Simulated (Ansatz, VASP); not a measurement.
AlN: VASP beside Ansatz

```
Al N
1.0
    -0.00799    2.15824    2.18447
     2.18323    0.00631    2.17017
     2.19000    2.15071   -0.00046
Al N
1 1
Direct
  0.04679 0.00563 0.99748
  0.70321 0.74437 0.75252
```

Change from the starting cell: all atoms moved at random, cell strained at random.

Alike in both runs: task single point; functional PBEsol; k mesh 10 × 10 × 10; occupations gaussian, width 0.02 eV; no spin polarisation.

|  | VASP | Ansatz |
| --- | --- | --- |
| version | VASP 6.6.1 | Ansatz 0.2.0 |
| potentials or method | VASP PAW PBE potentials, release 64 (Al, N), cutoff 520 eV | scalar-relativistic, plane waves, PAW |
| valence electrons in the cell | 8 | 8 |

|  | VASP | Ansatz | Ansatz less VASP |
| --- | --- | --- | --- |
| gap on the k mesh at the Fermi level (eV) | 2.44 | 2.45 | +0.011 |
| least direct gap on the mesh (eV) | 3.36 | 3.35 | -0.015 |
| pressure (GPa) | 15.3 | 15.0 | -0.28 |
| traceless stress, the component that is largest in VASP (GPa) | -20.26 | -19.82 | +0.444 |
| rms of the force components (eV/Å) | 3.089 | 3.047 | -0.0423 |

VASP's potentials were made for PBE, not for PBEsol. Atom by atom the forces differ by 0.043 eV/Å (rms over components). The functional is the same, so the differences come from potentials, cutoffs and numerics.
